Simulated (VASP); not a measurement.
# Al2Ru (I4/mmm) in VASP: single point with PBEsol

Aim: the single point of Al2Ru with PBEsol.

Program: VASP 6.6.1. These are calculated values, not measurements. Logs are shortened: lines on timing, memory, paths and dates and some standing lists are left out, and cuts for length are marked.

## Step 1: The cell of the first run

The structure is tetragonal, space group I4/mmm (No. 139). The conventional cell has a = 3.215 Å, b = 3.215 Å, c = 8.676 Å, α = 90.00°, β = 90.00°, γ = 90.00°. Within 3.5 Å of Al (site symmetry 4mm) lie 5 Ru at 2.66 to 2.96 Å and 9 Al at 2.76 to 3.21 Å. Within 3.5 Å of Ru (site symmetry 4/mmm) lie 10 Al at 2.66 to 2.96 Å and 4 Ru at 3.21 Å.

## Step 2: Single point, PBEsol (strain +0.030 along x and y, +0.030 along z)

INCAR

```
ALGO = Fast
EDIFF = 1E-6
ENCUT = 520
GGA = PS
ISIF = 2
ISMEAR = 0
LASPH = T
LCHARG = F
LREAL = F
LWAVE = F
NBANDS = 17
NELM = 60
PREC = Accurate
SIGMA = 0.15
```

KPOINTS

```
k-points
0
Gamma
  22 22 22
```

POSCAR

```
Al2Ru
1.0
   -1.6074992485      1.6074992485      4.3378986360
    1.6074992485     -1.6074992485      4.3378986360
    1.6074992485      1.6074992485     -4.3378986360
Al Ru
2 1
Direct
    0.6590760825      0.6590760825      0.0000000000
    0.3409239175      0.3409239175      0.0000000000
    0.0000000000      0.0000000000      0.0000000000
```

Potentials or basis: VASP PAW PBE potentials, release 64 (Al, Ru_pv).

Launch:

```console
$ cat potpaw_PBE.64/Al/POTCAR potpaw_PBE.64/Ru_pv/POTCAR > POTCAR
$ mpirun -np 1 vasp_std > vasp.out
```

OUTCAR:

```text
EDIFF = 1E-6
   ENCUT = 520
   GGA = PS
   ISIF = 2
   ISMEAR = 0
   LASPH = T
   LREAL = F
   NELM = 60
   PREC = Accurate

 ion  position               nearest neighbor table
   1  0.659  0.659  0.000-   3 2.66   3 2.66   3 2.66   3 2.66   2 2.76   2 2.77   2 2.77   2 2.77
                             2 2.77   3 2.96
   2  0.341  0.341  0.000-   3 2.66   3 2.66   3 2.66   3 2.66   1 2.76   1 2.77   1 2.77   1 2.77
                             1 2.77   3 2.96
   3  0.000  0.000  0.000-   1 2.66   1 2.66   1 2.66   2 2.66   1 2.66   2 2.66   2 2.66   2 2.66
                             1 2.96   2 2.96

  LATTYP: Found a body centered tetragonal cell.
 ALAT       =     3.2149984970
 C/A-ratio  =     2.6985385157

  Lattice vectors:

 A1 = (  -1.6074992485,   1.6074992485,   4.3378986360)
 A2 = (   1.6074992485,  -1.6074992485,   4.3378986360)
 A3 = (   1.6074992485,   1.6074992485,  -4.3378986360)

Analysis of symmetry for initial positions (statically):
=====================================================================
 Subroutine PRICEL returns:
 Original cell was already a primitive cell.

 Routine SETGRP: Setting up the symmetry group for a
 body centered tetragonal supercell.

 Subroutine GETGRP returns: Found 16 space group operations
 (whereof 16 operations were pure point group operations)
 out of a pool of 16 trial point group operations.

The static configuration has the point symmetry D_4h.

Analysis of symmetry for dynamics (positions and initial velocities):
=====================================================================
 Subroutine PRICEL returns:
 Original cell was already a primitive cell.

 Routine SETGRP: Setting up the symmetry group for a
 body centered tetragonal supercell.

 Subroutine GETGRP returns: Found 16 space group operations
 (whereof 16 operations were pure point group operations)
 out of a pool of 16 trial point group operations.

The dynamic configuration has the point symmetry D_4h.

 Subroutine INISYM returns: Found 16 space group operations
 (whereof 16 operations are pure point group operations),
 and found     1 'primitive' translations

----------------------------------------------------------------------------------------

                                     Primitive cell

  volume of cell :      44.8375

[... 82 lines left out ...]
   ISTART =      0    job   : 0-new  1-cont  2-samecut
   ICHARG =      2    charge: 1-file 2-atom 10-const
   ISPIN  =      1    spin polarized calculation?
   LNONCOLLINEAR =      F non collinear calculations
   LSORBIT =      F    spin-orbit coupling
   LASPH  =      T    aspherical Exc in radial PAW
   ENCUT  =  520.0 eV  38.22 Ry    6.18 a.u.   9.11  9.11  9.11*2*pi/ulx,y,z
   NELM   =     60;   NELMIN=  2; NELMDL= -5     # of ELM steps
   EDIFF  = 0.1E-05   stopping-criterion for ELM
   LREAL  =      F    real-space projection
   EDIFFG = 0.1E-04   stopping-criterion for IOM
   NSW    =      0    number of steps for IOM
   IBRION =     -1    ionic relax: 0-MD 1-quasi-New 2-CG
   NFREE  =      0    steps in history (QN), initial steepest desc. (CG)
   ISIF   =      2    stress and relaxation
   ISYM   =      2    0-nonsym 1-usesym 2-fastsym
   POTIM  = 0.5000    time-step for ionic-motion
   TEBEG  =    0.0;   TEEND  =   0.0 temperature during run
   PSTRESS=    0.0 pullay stress
   NELECT =      20.0000    total number of electrons
   NUPDOWN=      -1.0000    fix difference up-down
   EMIN   =  10.00;   EMAX   =-10.00  energy-range for DOS
   EFERMI =   0.00;   METHOD = LEGACY
   ISMEAR =     0;   SIGMA  =   0.15  broadening in eV -4-tet -1-fermi 0-gaus
   EFERMI_NEDOS =   21; number of points for ismear=-14 and -15
   IALGO  =     68    algorithm
   IMIX   =      4    mixing-type and parameters
     AMIX     =   0.40;   BMIX     =  1.00
     AMIX_MAG =   1.60;   BMIX_MAG =  1.00
  volume/ion in A,a.u.               =      14.95       100.86
  Fermi-wavevector in a.u.,A,eV,Ry     =   1.250848  2.363760 21.287955  1.564621
  Thomas-Fermi vector in A             =   2.384823
   LORBIT       =      0    0 simple, 1 ext, 2 COOP (PROOUT), +10 PAW based schemes
   GGA     = PS    functional components
   LHFCALC =     F    Hartree Fock is set to
   AEXX    =    0.0000 exact exchange contribution
   IVDW    =     0    specifies the selected vdW correction
   LEPSILON=     F    determine dielectric tensor
   LRPA    =     F    only Hartree local field effects (RPA)
 non-spin polarized calculation
 RMM-DIIS sequential band-by-band and
 Gauss-broadening in eV      SIGMA  =   0.15
  energy-cutoff  :      520.00
  volume of cell :       44.84
 maximum number of plane-waves:      1228
   NGX = 19   NGY = 19   NGZ = 19

 number of electron      20.0000003 magnetization

 Free energy of the ion-electron system (eV)
  ---------------------------------------------------
  ext. energy  EPLUGINS =         0.00000000
  ---------------------------------------------------
  free energy    TOTEN  =       -20.16077698 eV

  energy without entropy =      -20.15681128  energy(sigma->0) =      -20.15879413

 E-fermi :   9.3504     XC(G=0): -11.6215

 val. band max:        9.3451467729   @ k =  -0.3182   0.2273   0.0455
 cond. band min:       9.3839972912   @ k =   0.5000   0.5000   0.1364
 fundamental gap:      0.0388505183
 Fermi energy:         9.3504121649

 k-point     1 :       0.0000    0.0000    0.0000
  band No.  band energies     occupation
      1     -33.0976      2.00000
      2     -33.0976      2.00000
      3     -33.0037      2.00000
      4      -0.9523      2.00000
      5       4.4453      2.00000
      6       6.0033      2.00000
[... 457 lines left out ...]
      4       2.2731      2.00000
      5       3.5353      2.00000
      6       5.2946      2.00000
[... 9 lines left out ...]
     16      18.1970      0.00000
     17      18.7096      0.00000

 [... further k-points ...]
[... 5 lines left out ...]
  --------------------------------------------------------------------------------------
  -------------------------------------------------------------------------------------
  Total       -3.6631373     -3.6631373     -3.8688710      0.0000000      0.0000000      0.0000000
  in kB     -130.8949302   -130.8949302   -138.2464153      0.0000000      0.0000000      0.0000000
  external PRESSURE =    -133.3454252 kB  Pullay stress =       0.0000000 kB

 VOLUME and BASIS-vectors are now :
 -----------------------------------------------------------------------------
  energy-cutoff  :      520.00
  volume of cell :       44.84
      direct lattice vectors                 reciprocal lattice vectors
    -1.607499248  1.607499248  4.337898636     0.000000000  0.311042136  0.115263182
     1.607499248 -1.607499248  4.337898636     0.311042136  0.000000000  0.115263182
     1.607499248  1.607499248 -4.337898636     0.311042136  0.311042136  0.000000000

 POSITION                                       TOTAL-FORCE (eV/Angst)
 -----------------------------------------------------------------------------------
      0.00000      0.00000      5.71801         0.000000      0.000000     -0.260935
      0.00000      0.00000      2.95779        -0.000000     -0.000000      0.260935
      0.00000      0.00000      0.00000         0.000000      0.000000     -0.000000
 -----------------------------------------------------------------------------------
    total drift:                                0.000000     -0.000000      0.000000

  FREE ENERGIE OF THE ION-ELECTRON SYSTEM (eV)
  ---------------------------------------------------
  free  energy   TOTEN  =       -20.1607769840 eV

  energy  without entropy=      -20.1568112786  energy(sigma->0) =      -20.15879413
```

OSZICAR:

```text
N       E                     dE             d eps       ncg     rms          rms(c)
DAV:   1     0.108313767767E+03    0.10831E+03   -0.10560E+04 29996   0.108E+03
DAV:   2    -0.188425235783E+02   -0.12716E+03   -0.12329E+03 33010   0.272E+02
DAV:   3    -0.210945801491E+02   -0.22521E+01   -0.22379E+01 35141   0.366E+01
DAV:   4    -0.211147803526E+02   -0.20200E-01   -0.20190E-01 34023   0.353E+00
DAV:   5    -0.211152525978E+02   -0.47225E-03   -0.47222E-03 36834   0.494E-01    0.116E+01
RMM:   6    -0.206407914226E+02    0.47446E+00   -0.44179E+00 28555   0.152E+01    0.412E+00
RMM:   7    -0.202251090037E+02    0.41568E+00   -0.70663E-01 28553   0.625E+00    0.245E+00
RMM:   8    -0.201658091835E+02    0.59300E-01   -0.87028E-02 30420   0.233E+00    0.610E-01
RMM:   9    -0.201609607603E+02    0.48484E-02   -0.88178E-03 31579   0.613E-01    0.214E-01
RMM:  10    -0.201607673968E+02    0.19336E-03   -0.11326E-03 34912   0.279E-01    0.630E-02
RMM:  11    -0.201607721790E+02   -0.47822E-05   -0.33555E-04 35299   0.124E-01    0.546E-02
RMM:  12    -0.201607784868E+02   -0.63078E-05   -0.86718E-05 37378   0.720E-02    0.244E-02
RMM:  13    -0.201607766835E+02    0.18033E-05   -0.24636E-05 37566   0.355E-02    0.799E-03
RMM:  14    -0.201607769840E+02   -0.30046E-06   -0.73395E-06 35137   0.159E-02
   1 F= -.20160777E+02 E0= -.20158794E+02  d E =-.396571E-02
```

stdout:

```text
POSCAR found type information on POSCAR AlRu
 POSCAR found :  2 types and       3 ions
 scaLAPACK will be used
 -----------------------------------------------------------------------------
|                                                                             |
|                                                                             |
|     You enforced a specific xc type in the INCAR file but a different       |
|     I HOPE YOU KNOW WHAT YOU ARE DOING!                                     |
|                                                                             |
 -----------------------------------------------------------------------------

 LDA part: xc-table for (Slater+PW92), standard interpolation
 POSCAR, INCAR and KPOINTS ok, starting setup
 FFT: planning ... GRIDC
 FFT: planning ... GRID_SOFT
 FFT: planning ... GRID
 WAVECAR not read
 entering main loop
```

It took 11 min on 1 thread of Intel Xeon Platinum 8488C (Sapphire Rapids), shared host; peak memory 0.7 GiB.

What came out:

```
Free energy            : -20.1608 eV
Pressure               : -13.3 GPa
Largest force          : 0.261 eV/Å
Band gap on the k mesh : zero (bands 10 and 11 overlap by 0.20 eV)
```

Forces on the atoms (eV/Å):
```
Al   0.000  0.000 -0.261
Al   0.000  0.000  0.261
Ru   0.000  0.000  0.000
```

Stress tensor (GPa, compression positive):
```
-13.09   0.00   0.00
  0.00 -13.09   0.00
  0.00   0.00 -13.82
```

Levels at points of the mesh, in eV from the Fermi level:
| k point | band 7 | band 8 | band 9 | band 10 | band 11 | band 12 | band 13 | band 14 |
| --- | --- | --- | --- | --- | --- | --- | --- | --- |
| (0.00, 0.00, 0.00) | -1.90 | -1.77 | -1.77 | -0.85 | 2.16 | 4.82 | 5.79 | 5.79 |
| (0.50, 0.00, 0.00) | -2.57 | -2.53 | -2.26 | -1.24 | 0.49 | 2.72 | 5.03 | 6.67 |
| (0.50, 0.50, 0.00) | -3.01 | -2.78 | -1.32 | -0.26 | 0.22 | 1.58 | 1.93 | 4.73 |
| (0.50, 0.50, 0.50) | -2.27 | -1.37 | -1.37 | -0.83 | 2.96 | 2.96 | 6.15 | 6.21 |

Caveat: the cell differs from its parent crystal (strain +0.030 along x and y, +0.030 along z); the cell stands under tension; the PAW data sets were made with another functional, which shifts forces and pressure a little.

The gap in the log of VASP goes by the Fermi energy; the results here count the filled bands.